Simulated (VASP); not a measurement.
CuO, 4 atoms in the cell. Symmetry: Cccm, No. 66, orthorhombic system. Conventional cell: a = 3.982 Å, b = 4.307 Å, c = 5.156 Å, α = 90.00°, β = 90.00°, γ = 90.00°. Within 2.6 Å of Cu (site symmetry 2/m) lie 4 O at 1.95 Å. O (site symmetry 222) has 4 Cu at 1.95 Å and 2 O at 2.58 Å within 2.6 Å. 

```yaml
Program: VASP 6.6.1
Task: single point
Functional: PBEsol
Potentials_or_basis: VASP PAW PBE potentials, release 64 (Cu_sv_GW, O)
Cutoff: 820 eV
k_mesh: 4 × 4 × 4
Occupations: gaussian, width 0.1 eV
Spin: no spin polarisation
Dipole_correction: no
Further_INCAR_settings: ALGO = Normal; EDIFF = 1e-06; NBANDS = 33
```

Potentials or basis: VASP PAW PBE potentials, release 64 (Cu_sv_GW, O).

Launch:

```sh
$ cat potpaw_PBE.64/Cu_sv_GW/POTCAR potpaw_PBE.64/O/POTCAR > POTCAR
$ mpirun -np 1 vasp_std > vasp.out
```

Hardware: 1 thread of AMD EPYC 9R45 96-Core Processor (Zen 5) (shared host).

Problem. How long does it take, and how much memory?

Solution. Wall time 38 s on 1 thread of AMD EPYC 9R45 96-Core Processor (Zen 5) (shared host), peak memory 0.2 GiB. Counts: scf iterations 14, k points 21.
